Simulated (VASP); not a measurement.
The system is Pd.

```xyz
1
Lattice="-1.5930 1.5930 1.5930 1.5930 -1.5930 1.5930 1.5930 1.5930 -1.5930" Properties=species:S:1:pos:R:3 pbc="T T T"
Pd    0.0000    0.0000    0.0000
```

This cell differs from its parent crystal: volume scaled by 1.04.

Base run:

```yaml
Program: VASP 6.6.1
Functional: PBE
Potentials_or_basis: VASP PAW PBE potentials, release 64 (Pd)
Cutoff: 520 eV
k_mesh: 12 × 12 × 12
Occupations: fermi-dirac, width 0.05 eV
Spin: no spin polarisation
```

Its results: band gap on the k mesh zero (band 5 reaches 8.82 eV, above the bottom of band 6 at 7.38 eV); pressure -6.9 GPa.

Problem. The run is repeated on the same cell with these changes: functional from PBE to r2SCAN. What comes out?

Solution. Band gap on the k mesh zero (band 5 reaches 8.69 eV, above the bottom of band 6 at 7.15 eV); pressure -10.4 GPa.

Caveats: the PAW data sets were made with another functional, which shifts forces and pressure a little (some runs).
